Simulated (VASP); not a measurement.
# PbO (Litharge): single point with PBE

Crystal: PbO (Litharge).

```
Pb O
1.0
     3.99000    0.00000    0.00000
     0.00000    3.99000    0.00000
     0.00000    0.00000    5.01000
Pb O
2 2
Cartesian
  0.0000 1.9950 1.2024
  1.9950 0.0000 3.8076
  0.0000 0.0000 0.0000
  1.9950 1.9950 0.0000
```

```
Program             : VASP 6.6.1
Task                : single point
Functional          : PBE
Potentials or basis : VASP PAW PBE potentials, release 64 (Pb_d, O)
Cutoff              : 520 eV
k mesh              : 4 × 4 × 4
Occupations         : gaussian, width 0.01 eV
Spin                : no spin polarisation
```

```yaml
Pressure: 3.1 GPa
Largest_force: 0.026 eV/Å
Band_gap_on_the_k_mesh: 1.16 eV, indirect (least direct gap 2.11 eV)
```

Forces in eV/Å, atoms in the order of the input:
```
Pb   0.000  0.000  0.026
Pb   0.000  0.000 -0.026
O    0.000  0.000  0.000
O    0.000  0.000  0.000
```

Stress tensor (GPa, compression positive):
```
3.47 0.00 0.00
0.00 3.47 0.00
0.00 0.00 2.30
```

Levels at points of the mesh, in eV from the valence-band top:
| k point | band 17 | band 18 | band 19 | band 20 | band 21 | band 22 | band 23 | band 24 |
| --- | --- | --- | --- | --- | --- | --- | --- | --- |
| (0.00, 0.00, 0.00) | -1.64 | -1.56 | -1.56 | 0.00 | 2.42 | 5.55 | 5.55 | 5.60 |
| (0.50, 0.00, 0.00) | -2.90 | -2.90 | -1.64 | -1.64 | 3.39 | 3.39 | 6.62 | 6.62 |
| (0.50, 0.50, 0.00) | -1.66 | -1.66 | -0.95 | -0.95 | 1.16 | 1.16 | 5.26 | 5.26 |
| (0.00, 0.00, 0.50) | -1.68 | -1.59 | -1.59 | -0.93 | 2.04 | 3.94 | 3.94 | 4.24 |
| (0.50, 0.00, 0.50) | -2.86 | -2.86 | -0.97 | -0.97 | 3.08 | 3.08 | 6.25 | 6.25 |
| (0.50, 0.50, 0.50) | -2.25 | -2.25 | -0.95 | -0.95 | 3.42 | 3.42 | 4.77 | 4.77 |

Run time: 20 s on 1 thread of Intel(R) Xeon(R) 6975P-C (Granite Rapids), with other jobs on the host, peak memory 0.19 GiB.

Caveat: spin-orbit coupling is left out, which moves the levels of the heavy elements. A hybrid or GW would open this gap; PBE tends to underestimate it.
